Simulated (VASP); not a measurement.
Runs of VASP 6.6.1 on Al. The structure is that of space group P6_3/mmc (No. 194), or close to it. The cells are those of the table. This isn't the form of Al at room conditions, which is fcc.

```tsv
cell	gap on the mesh (eV)	pressure (GPa)
a = 2.876, b = 2.876, c = 8.855 Å, angles 90.0, 90.0, 120.0°, 4 atoms	none	(a)
a = 2.755, b = 2.755, c = 9.646 Å, angles 90.0, 90.0, 120.0°, 4 atoms	none	0.6
a = 2.785, b = 2.785, c = 9.441 Å, angles 90.0, 90.0, 120.0°, 4 atoms	none	0.1
a = 2.770, b = 2.770, c = 9.543 Å, angles 90.0, 90.0, 120.0°, 4 atoms	none	0.3
a = 2.785, b = 2.785, c = 9.594 Å, angles 90.0, 90.0, 120.0°, 4 atoms	none	-1.0
a = 2.815, b = 2.815, c = 9.242 Å, angles 90.0, 90.0, 120.0°, 4 atoms	none	0.0
a = 2.891, b = 2.891, c = 8.761 Å, angles 90.0, 90.0, 120.0°, 4 atoms	none	0.6
a = 2.845, b = 2.845, c = 9.046 Å, angles 90.0, 90.0, 120.0°, 4 atoms	none	0.0
a = 2.906, b = 2.906, c = 8.807 Å, angles 90.0, 90.0, 120.0°, 4 atoms	none	(b)
```

Alike in all rows: task single point; level PBE+D3(BJ); potentials or basis VASP PAW PBE potentials, release 64 (Al); no spin polarisation; k mesh 18 × 18 × 6; cutoff (eV) 520; smearing gaussian 0.15 eV.

Question: Estimate the missing entries.

Answer: (a) 0.4; (b) -0.7.

Caveats: the stress differs along the axes, from -3 to 2 GPa (at least some runs); the stress differs along the axes, from -1 to 5 GPa (at least some runs); the stress differs along the axes, from -3 to 3 GPa (at least some runs).

A gap of «none» marks levels without a gap at the run's occupations.
